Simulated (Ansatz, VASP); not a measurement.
# Two plane-wave programs on CuI

```xyz
2
Lattice="0.0000 2.9794 3.2287 3.2287 0.0000 3.2287 3.2287 2.9794 0.0000" Properties=species:S:1:pos:R:3 pbc="T T T"
Cu    4.8430    4.4692    4.8430
I     0.0000    0.0000    0.0000
```

Alike in both runs: task single point; functional PBE; k mesh 8 × 8 × 8; occupations gaussian, width 0.05 eV; no spin polarisation.

```csv
,VASP,Ansatz
version,VASP 6.6.1,Ansatz 0.2.0
potentials or method,"VASP PAW PBE potentials, release 64 (Cu, I), cutoff 520 eV","scalar-relativistic, plane waves, PAW"
valence electrons in the cell,18,36
```

|  | VASP | Ansatz | Ansatz less VASP |
| --- | --- | --- | --- |
| gap on the k mesh at the Fermi level (eV) | 0.83 | 0.81 | -0.016 |
| least direct gap on the mesh (eV) | 0.83 | 0.81 | -0.016 |
| pressure (GPa) | -3.0 | -3.1 | -0.01 |
| traceless stress, the component that is largest in VASP (GPa) | 0.88 | 0.89 | +0.005 |

The functional is the same, so the differences come from potentials, cutoffs and numerics. VASP's potentials hold 18 valence electrons a cell and Ansatz's 36, so a difference there can come from the potentials and not from the codes.

Spin-orbit coupling is off throughout.
